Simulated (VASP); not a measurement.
# Ga3Se (Pm-3m) in VASP: notebook, part 3 of 3

VASP 6.6.1. The steps go on from the part before.

## 5. Relaxation of cell and atoms, PBE, target pressure 20 GPa, at which the enthalpy is minimised

File INCAR:

```
SYSTEM = Ga3Se
PREC     = Accurate       ! precision mode
ENCUT    = 600            ! plane-wave cutoff, eV
EDIFF    = 1E-6           ! SCF threshold, eV
ISMEAR   = -1             ! smearing method
SIGMA    = 0.05           ! smearing width, eV
LREAL    = .FALSE.        ! projectors in reciprocal space
LASPH    = .TRUE.         ! aspherical terms in the spheres
NELM     = 60             ! most SCF steps
ALGO     = Normal         ! electronic algorithm
ISIF     = 3              ! what is computed and relaxed
LWAVE    = .FALSE.        ! write WAVECAR
LCHARG   = .FALSE.        ! write CHGCAR
GGA      = PE             ! functional
IBRION   = 2              ! ionic algorithm
NSW      = 60             ! ionic steps
EDIFFG   = -0.01          ! ionic threshold
PSTRESS  = 200.0
```

File KPOINTS:

```
regular mesh
0
G
  6 6 6
  0 0 0
```

File POSCAR:

```
Ga3Se
1.0
    4.4324650000      0.0000000000      0.0000000000
    0.0000000000      4.4324650000      0.0000000000
    0.0000000000      0.0000000000      4.4324650000
Se Ga
1 3
Direct
    0.0000000000      0.0000000000      0.0000000000
    0.5000000000      0.5000000000      0.0000000000
    0.5000000000      0.0000000000      0.5000000000
    0.0000000000      0.5000000000      0.5000000000
```

Potentials or basis: VASP PAW PBE potentials, release 64 (Se, Ga_d).

Launch:

```
$ cat potpaw_PBE.64/Se/POTCAR potpaw_PBE.64/Ga_d/POTCAR > POTCAR
$ mpirun -np 1 vasp_std > vasp.out
```

OUTCAR:

```text
SYSTEM = Ga3Se
   PREC = Accurate
   ENCUT = 600
   EDIFF = 1E-6
   ISMEAR = -1
   LREAL = .FALSE.
   LASPH = .TRUE.
   NELM = 60
   ISIF = 3
   GGA = PE
   IBRION = 2
   NSW = 60
   EDIFFG = -0.01
   PSTRESS = 200.0

 ion  position               nearest neighbor table
   1  0.000  0.000  0.000-
   2  0.500  0.500  0.000-
   3  0.500  0.000  0.500-
   4  0.000  0.500  0.500-

  LATTYP: Found a simple cubic cell.
 ALAT       =     4.4324650000

  Lattice vectors:

 A1 = (   4.4324650000,   0.0000000000,   0.0000000000)
 A2 = (   0.0000000000,   4.4324650000,   0.0000000000)
 A3 = (   0.0000000000,   0.0000000000,   4.4324650000)

Analysis of symmetry for initial positions (statically):
=====================================================================
 Subroutine PRICEL returns:
 Original cell was already a primitive cell.

 Routine SETGRP: Setting up the symmetry group for a
 simple cubic supercell.

 Subroutine GETGRP returns: Found 48 space group operations
 (whereof 48 operations were pure point group operations)
 out of a pool of 48 trial point group operations.

The static configuration has the point symmetry O_h .

Analysis of symmetry for dynamics (positions and initial velocities):
=====================================================================
 Subroutine PRICEL returns:
 Original cell was already a primitive cell.

 Routine SETGRP: Setting up the symmetry group for a
 simple cubic supercell.

 Subroutine GETGRP returns: Found 48 space group operations
 (whereof 48 operations were pure point group operations)
 out of a pool of 48 trial point group operations.

The dynamic configuration has the point symmetry O_h .

 Subroutine INISYM returns: Found 48 space group operations
 (whereof 48 operations are pure point group operations),
 and found     1 'primitive' translations

----------------------------------------------------------------------------------------

                                     Primitive cell

  volume of cell :      87.0835

  direct lattice vectors                    reciprocal lattice vectors
     4.432465000  0.000000000  0.000000000     0.225608098  0.000000000  0.000000000
     0.000000000  4.432465000  0.000000000     0.000000000  0.225608098  0.000000000
     0.000000000  0.000000000  4.432465000     0.000000000  0.000000000  0.225608098

  length of vectors
     4.432465000  4.432465000  4.432465000     0.225608098  0.225608098  0.225608098

  position of ions in fractional coordinates (direct lattice)
     0.000000000  0.000000000  0.000000000
     0.500000000  0.500000000  0.000000000
     0.500000000  0.000000000  0.500000000
     0.000000000  0.500000000  0.500000000

  ion indices of the primitive-cell ions
   primitive index   ion index
                 1           1
                 2           2
                 3           3
                 4           4

----------------------------------------------------------------------------------------

 KPOINTS: regular mesh

Automatic generation of k-mesh.
 Grid dimensions read from file:
 generate k-points for:    6    6    6

 Generating k-lattice:

  Cartesian coordinates                     Fractional coordinates (reciprocal lattice)
     0.037601350  0.000000000  0.000000000     0.166666667  0.000000000  0.000000000
     0.000000000  0.037601350  0.000000000     0.000000000  0.166666667  0.000000000
     0.000000000  0.000000000  0.037601350     0.000000000  0.000000000  0.166666667

  Length of vectors
     0.037601350  0.037601350  0.037601350

  Shift w.r.t. Gamma in fractional coordinates (k-lattice)
     0.000000000  0.000000000  0.000000000

 Subroutine IBZKPT returns following result:
 ===========================================

 Found     20 irreducible k-points:

 Following reciprocal coordinates:
            Coordinates               Weight
  0.000000  0.000000  0.000000      1.000000
  0.166667  0.000000  0.000000      6.000000
  0.333333  0.000000  0.000000      6.000000
  0.500000  0.000000  0.000000      3.000000
  0.166667  0.166667  0.000000     12.000000
  0.333333  0.166667  0.000000     24.000000
[... 12 lines left out ...]
  0.500000  0.500000  0.333333      6.000000
  0.500000  0.500000  0.500000      1.000000
   k-points           NKPTS =     20   k-points in BZ     NKDIM =     20   number of bands    NBANDS=     27
   number of dos      NEDOS =    301   number of ions     NIONS =      4
   total plane-waves  NPLWV =  46656
   dimension x,y,z NGX =    36 NGY =   36 NGZ =   36
   dimension x,y,z NGXF=    72 NGYF=   72 NGZF=   72
   ions per type =               1   3
   NGX,Y,Z   is equivalent  to a cutoff of  13.50, 13.50, 13.50 a.u.
   NGXF,Y,Z  is equivalent  to a cutoff of  27.00, 27.00, 27.00 a.u.
 SYSTEM =  Ga3Se
   PREC   = accura    normal or accurate (medium, high low for compatibility)
   ISTART =      0    job   : 0-new  1-cont  2-samecut
   ICHARG =      2    charge: 1-file 2-atom 10-const
   ISPIN  =      1    spin polarized calculation?
   LNONCOLLINEAR =      F non collinear calculations
   LSORBIT =      F    spin-orbit coupling
   LASPH  =      T    aspherical Exc in radial PAW
   ENCUT  =  600.0 eV  44.10 Ry    6.64 a.u.   8.85  8.85  8.85*2*pi/ulx,y,z
   NELM   =     60;   NELMIN=  2; NELMDL= -5     # of ELM steps
   EDIFF  = 0.1E-05   stopping-criterion for ELM
   LREAL  =      F    real-space projection
   EDIFFG = -.1E-01   stopping-criterion for IOM
   NSW    =     60    number of steps for IOM
   IBRION =      2    ionic relax: 0-MD 1-quasi-New 2-CG
   NFREE  =      1    steps in history (QN), initial steepest desc. (CG)
   ISIF   =      3    stress and relaxation
   ISYM   =      2    0-nonsym 1-usesym 2-fastsym
   POTIM  = 0.5000    time-step for ionic-motion
   TEBEG  =    0.0;   TEEND  =   0.0 temperature during run
   PSTRESS=  200.0 pullay stress
   NELECT =      45.0000    total number of electrons
   NUPDOWN=      -1.0000    fix difference up-down
   EMIN   =  10.00;   EMAX   =-10.00  energy-range for DOS
   EFERMI =   0.00;   METHOD = LEGACY
   ISMEAR =    -1;   SIGMA  =   0.05  broadening in eV -4-tet -1-fermi 0-gaus
   EFERMI_NEDOS =   21; number of points for ismear=-14 and -15
   IALGO  =     38    algorithm
   IMIX   =      4    mixing-type and parameters
     AMIX     =   0.40;   BMIX     =  1.00
     AMIX_MAG =   1.60;   BMIX_MAG =  1.00
  volume/ion in A,a.u.               =      21.77       146.92
  Fermi-wavevector in a.u.,A,eV,Ry     =   1.313713  2.482557 23.481488  1.725841
  Thomas-Fermi vector in A             =   2.444016
   LORBIT       =      0    0 simple, 1 ext, 2 COOP (PROOUT), +10 PAW based schemes
   GGA     = PE    functional components
   LHFCALC =     F    Hartree Fock is set to
   AEXX    =    0.0000 exact exchange contribution
   IVDW    =     0    specifies the selected vdW correction
   LEPSILON=     F    determine dielectric tensor
   LRPA    =     F    only Hartree local field effects (RPA)
 conjugate gradient relaxation of ions
 non-spin polarized calculation
  energy-cutoff  :      600.00
  volume of cell :       87.08
 maximum number of plane-waves:      2945
 NGX is ok and might be reduce to    36
   NGX = 17   NGY = 17   NGZ = 17

--------------------------------------- Ionic step        1  -------------------------------------------

 number of electron      44.9999944 magnetization

 Free energy of the ion-electron system (eV)
  ---------------------------------------------------
  ext. energy  EPLUGINS =         0.00000000
  ---------------------------------------------------
  free energy    TOTEN  =       -12.42303752 eV

  energy without entropy =      -12.41220113  energy(sigma->0) =      -12.41761932

------------------------ aborting loop because EDIFF is reached ----------------------------------------

  FORCE on cell =-STRESS in cart. coord.  units (eV):
  Direction    XX          YY          ZZ          XY          YZ          ZX
  --------------------------------------------------------------------------------------
  -------------------------------------------------------------------------------------
  Total       -0.2656149     -0.2656149     -0.2656149      0.0000000     -0.0000000      0.0000000
  in kB       -4.8868289     -4.8868289     -4.8868289      0.0000000     -0.0000000      0.0000000
  external PRESSURE =    -204.8868289 kB  Pullay stress =     200.0000000 kB
[... 185 lines left out ...]
  enthalpy is  TOTEN    =        -3.2367245354 eV   P V=        8.2205669181

--------------------------------------- Ionic step        6  -------------------------------------------

 number of electron      45.0000018 magnetization

 Free energy of the ion-electron system (eV)
  ---------------------------------------------------
  ext. energy  EPLUGINS =         0.00000000
  ---------------------------------------------------
  free energy    TOTEN  =       -11.43294944 eV

  energy without entropy =      -11.41838813  energy(sigma->0) =      -11.42566878

 E-fermi :   7.5432     XC(G=0): -11.6717

 val. band max:        7.4820362700   @ k =   0.3333   0.3333   0.0000
 cond. band min:       7.6417848342   @ k =   0.3333   0.1667   0.1667
 fundamental gap:      0.1597485641
 Fermi energy:         7.5432447035

 k-point     1 :       0.0000    0.0000    0.0000
  band No.  band energies     occupation
      1      -8.2642      2.00000
      2      -7.8002      2.00000
      3      -7.8002      2.00000
      4      -7.8002      2.00000
      5      -7.7082      2.00000
      6      -7.7082      2.00000
[... 620 lines left out ...]
  FREE ENERGIE OF THE ION-ELECTRON SYSTEM (eV)
  ---------------------------------------------------
  free  energy   TOTEN  =       -11.4329494361 eV

  energy  without entropy=      -11.4183881313  energy(sigma->0) =      -11.42566878

  enthalpy is  TOTEN    =        -3.2369300194 eV   P V=        8.1960194167

 reached required accuracy - stopping structural energy minimisation
```

Wall time 97 s (1 thread of Intel Xeon 6975P-C (Granite Rapids), shared host); peak memory 0.24 GiB.

Results:

| Quantity | Value |
| --- | --- |
| Free energy | -11.4329 eV |
| Relaxed volume | 16.41 Å³/atom |
| Relaxed cell | a = 4.034 Å, b = 4.034 Å, c = 4.034 Å, α = 90.00°, β = 90.00°, γ = 90.00° |
| Space group after relaxing (to 0.1 Å) | Pm-3m (No. 221) |
| Energy change on relaxing (the run minimises the enthalpy) | +247.5 meV/atom |
| Ionic steps | 6 |
| Pressure after relaxing | 20.0 GPa |
| Band gap on the k mesh | zero (an odd number of electrons rules out a gap without spin polarisation) |

The path:
| step | energy change (eV) | largest force (eV/Å) | pressure (GPa) | volume (Å³) |
| --- | --- | --- | --- | --- |
| 1 | 0.0000 | 0.0000 | -0.49 | 87.08 |
| 2 | 2.7082 | 0.0000 | 43.55 | 56.50 |
| 3 | 0.9755 | 0.0000 | 19.84 | 65.77 |
| 4 | 1.0241 | 0.0000 | 20.51 | 65.39 |
| 5 | 0.9657 | 0.0000 | 19.62 | 65.85 |
| 6 | 0.9901 | 0.0000 | 20.03 | 65.66 |

Final structure:
```
Se Ga
1.0
     4.03423    0.00000    0.00000
     0.00000    4.03423    0.00000
     0.00000    0.00000    4.03423
Se Ga
1 3
Direct
  0.00000 0.00000 0.00000
  0.50000 0.50000 0.00000
  0.50000 0.00000 0.50000
  0.00000 0.50000 0.50000
```

Caveat: the cell is relaxed towards a set pressure, so the run minimises the enthalpy, not the energy; the volume moved by over 15 % at a fixed basis, so the end points are rough.

## 6. Single point, PBE-based screened hybrid with 50 % exact exchange

POSCAR is that of step 5.

File INCAR.step1:

```
PREC = Accurate ; ENCUT = 520
EDIFF = 1E-5 ; ISMEAR = -1
SIGMA = 0.05 ; LREAL = False
LASPH = True ; NELM = 100
ALGO = Normal ; ISIF = 2
LWAVE = True ; LCHARG = False
NBANDS = 30 ; GGA = PE
KPAR = 4
```

File INCAR.step2:

```
PREC = Accurate ; ENCUT = 520
EDIFF = 1E-7 ; ISMEAR = -1
SIGMA = 0.05 ; LREAL = False
LASPH = True ; NELM = 100
ALGO = Normal ; ISIF = 2
LWAVE = False ; LCHARG = False
GGA = PE ; LHFCALC = True
AEXX = 0.5 ; HFSCREEN = 0.2078699
PRECFOCK = Normal ; NBANDS = 30
ISTART = 1 ; KPAR = 4
```

File KPOINTS:

```
Automatic mesh
0
Gamma
  4 4 4
```

Potentials or basis: VASP PAW PBE potentials, release 64 (Se, Ga_d).

Launch:

```
$ cat potpaw_PBE.64/Se/POTCAR potpaw_PBE.64/Ga_d/POTCAR > POTCAR
$ cp INCAR.step1 INCAR
$ mpirun -np 4 vasp_std > vasp.out
$ cp INCAR.step2 INCAR
$ mpirun -np 4 vasp_std > vasp.out
```

Wall time 41 min (4 MPI ranks of Intel Xeon Platinum 8259CL at 2.50GHz (Skylake/Cascade Lake), shared host); peak memory 0.34 GiB.

It converged, with:

```
Free energy            : -16.6478 eV
Pressure               : -1.4 GPa
Band gap on the k mesh : zero (an odd number of electrons rules out a gap without spin polarisation)
```

Levels at points of the mesh, in eV from the Fermi level:
| k point | band 21 | band 22 | band 23 | band 24 | band 25 | band 26 |
| --- | --- | --- | --- | --- | --- | --- |
| (0.00, 0.00, 0.00) | -3.35 | -3.35 | 2.08 | 2.08 | 2.08 | 5.62 |
| (0.50, 0.00, 0.00) | -2.46 | -1.75 | -0.16 | -0.16 | 1.62 | 4.99 |
| (0.50, 0.50, 0.00) | -1.08 | -1.08 | -0.62 | 1.81 | 2.21 | 2.21 |
| (0.50, 0.50, 0.50) | -6.33 | -6.33 | -4.54 | 5.07 | 5.07 | 5.07 |

Caveat: the PAW data sets were made with another functional, which shifts forces and pressure a little.

## 7. Single point, PBE-based screened hybrid with 15 % exact exchange

POSCAR is that of step 6.

File INCAR.step1:

```
PREC = Accurate
ENCUT = 520
EDIFF = 1E-5
ISMEAR = -1
SIGMA = 0.05
LREAL = F
LASPH = T
NELM = 60
ALGO = Normal
ISIF = 2
LWAVE = T
NBANDS = 30
GGA = PE
KPAR = 4
```

File INCAR.step2:

```
PREC = Accurate
ENCUT = 520
EDIFF = 1E-6
ISMEAR = -1
SIGMA = 0.05
LREAL = F
LASPH = T
NELM = 60
ALGO = Normal
ISIF = 2
LWAVE = F
LCHARG = T
GGA = PE
LHFCALC = T
AEXX = 0.15
HFSCREEN = 0.2078699
PRECFOCK = Normal
LVHAR = T
NBANDS = 30
ISTART = 1
KPAR = 4
```

KPOINTS is that of step 6.

Launch:

```
$ cat potpaw_PBE.64/Se/POTCAR potpaw_PBE.64/Ga_d/POTCAR > POTCAR
$ cp INCAR.step1 INCAR
$ mpirun -np 4 vasp_std > vasp.out
$ cp INCAR.step2 INCAR
$ mpirun -np 4 vasp_std > vasp.out
```

Run time: 47 min. Hardware: 4 MPI ranks of Oxide Virtual Turin-like, shared host; peak memory 0.32 GiB.

The run converged. Its results:

| Item | Value |
| --- | --- |
| Free energy | -13.5099 eV |
| Pressure | -0.5 GPa |
| Band gap on the k mesh | zero (an odd number of electrons rules out a gap without spin polarisation) |

Levels at points of the mesh, in eV from the Fermi level:
| k point | band 21 | band 22 | band 23 | band 24 | band 25 | band 26 |
| --- | --- | --- | --- | --- | --- | --- |
| (0.00, 0.00, 0.00) | -3.03 | -3.03 | 1.74 | 1.74 | 1.74 | 4.75 |
| (0.50, 0.00, 0.00) | -2.30 | -1.24 | -0.26 | -0.26 | 1.30 | 4.26 |
| (0.50, 0.50, 0.00) | -0.82 | -0.82 | -0.76 | 1.46 | 1.81 | 1.81 |
| (0.50, 0.50, 0.50) | -5.31 | -5.31 | -3.83 | 4.30 | 4.30 | 4.30 |

Caveat: the PAW data sets were made with another functional, which shifts forces and pressure a little.

## 8. Overview

```csv
task,level,cell,k mesh,cutoff (eV),grid for exact exchange (PRECFOCK),share of exact exchange,screening parameter,gap on the mesh (eV),pressure (GPa)
relaxation of cell and atoms,PBE,relaxed to 2 GPa,6 × 6 × 6,600,-,-,-,none,2.0
relaxation of cell and atoms,PBE,relaxed to 5 GPa,6 × 6 × 6,600,-,-,-,none,4.9
relaxation of cell and atoms,PBE,relaxed to 10 GPa,6 × 6 × 6,600,-,-,-,none,9.9
relaxation of cell and atoms,PBE,relaxed to 20 GPa,6 × 6 × 6,600,-,-,-,none,20.0
single point,PBE-based screened hybrid with 50 % exact exchange,as given,4 × 4 × 4,520,Normal,0.5,0.20787 1/Å,none,-1.4
single point,PBE-based screened hybrid with 15 % exact exchange,as given,4 × 4 × 4,520,Normal,0.15,0.20787 1/Å,none,-0.5
```

Alike in all rows: potentials or basis VASP PAW PBE potentials, release 64 (Se, Ga_d); no spin polarisation; smearing fermi-dirac 0.05 eV.

Caveats: the cell is relaxed towards a set pressure, so the run minimises the enthalpy, not the energy (at least some runs); the volume moved by over 15 % at a fixed basis, so the end points are rough (at least some runs); the PAW data sets were made with another functional, which shifts forces and pressure a little (at least some runs).

Absolute energies hang on the potentials; compare differences alone.

The gap in the log of VASP goes by the Fermi energy; the results here count the filled bands.